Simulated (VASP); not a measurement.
Write the native input for VASP 6.6.1 that does the following.

```yaml
Task: single point
Functional: PBEsol
Potentials_or_basis: VASP PAW PBE potentials, release 64 (Ta_sv_GW, N)
Cutoff: 600 eV
k_mesh: 14 × 14 × 10
Occupations: gaussian, width 0.15 eV
Spin: no spin polarisation
Dipole_correction: no
Second_run: valence_matched
Further_INCAR_settings: ALGO = Normal; EDIFF = 1e-06; NBANDS = 26
```

The structure of TaN lies in POSCAR:

```
TaN
1.0
    0.0000000000     -2.1874436362     -2.1874436362
    0.0000000000      2.1874436362     -2.1874436362
    4.3748872723      0.0000000000      0.0000000000
Ta N
2 2
Direct
    0.5000000000      0.5000000000     -0.0139207852
    0.0000000000      0.0000000000      0.5139207852
    0.5000000000      0.5000000000      0.4701706600
    0.0000000000      0.0000000000      0.0298293400
```

This cell differs from its parent crystal: mode 1 frozen in at -0.131 Å and mode 2 at +0.000 Å (largest displacements).

The input as run:

INCAR

```
PREC = Accurate ; ENCUT = 600
EDIFF = 1E-6 ; ISMEAR = 0
SIGMA = 0.15 ; LREAL = False
LASPH = True ; NELM = 120
ALGO = Normal ; ISIF = 2
LWAVE = False ; LCHARG = False
GGA = PS ; NBANDS = 26
GGA_COMPAT = False
```

KPOINTS

```
Automatic mesh
0
Gamma
  14 14 10
```

Potentials or basis: VASP PAW PBE potentials, release 64 (Ta_sv_GW, N).

Command:

```sh
$ cat potpaw_PBE.64/Ta_sv_GW/POTCAR potpaw_PBE.64/N/POTCAR > POTCAR
$ mpirun -np 1 vasp_std > vasp.out
```

Results of the run:

```yaml
Pressure: 0.6 GPa
Largest_force: 1.310 eV/Å
Band_gap_on_the_k_mesh: zero (band 18 reaches 15.47 eV, above the bottom of band 19 at 12.00 eV)
```

Caveat: the cell differs from its parent crystal (mode 1 frozen in at -0.131 Å and mode 2 at +0.000 Å (largest displacements)); the PAW data sets were made with another functional, which shifts forces and pressure a little; spin-orbit coupling is left out, which moves the levels of the heavy elements.

It took 4.7 min on 1 thread of Intel(R) Xeon(R) Platinum 8488C (Sapphire Rapids) (shared host), peak memory 0.38 GiB.
